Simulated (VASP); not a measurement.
The system is NaCl.

```
Na Cl
1.0
     0.05247    2.81144    2.81144
     2.81144    0.05247    2.81144
     2.81144    2.81144    0.05247
Na Cl
1 1
Direct
  0.00000 0.00000 0.00000
  0.50000 0.50000 0.50000
```

This cell differs from its parent crystal: epitaxial 111 strain -1.6%.

Base run:

```yaml
Program: VASP 6.6.1
Functional: r2SCAN
Potentials_or_basis: VASP PAW PBE potentials, release 64 (Na_pv, Cl)
Cutoff: 520 eV
k_mesh: 8 × 8 × 8
Occupations: gaussian, width 0.01 eV
Spin: no spin polarisation
```

Its results: band gap on the k mesh 6.04 eV; pressure 0.4 GPa.

Problem. The run is repeated on the same cell with these changes: functional from r2SCAN to PBE; occupations from gaussian, width 0.01 eV to fermi-dirac, width 0.02 eV. What comes out?

Solution. Band gap on the k mesh 5.21 eV; pressure 1.8 GPa.

Caveats: the PAW data sets were made with another functional, which shifts forces and pressure a little (at least some runs).

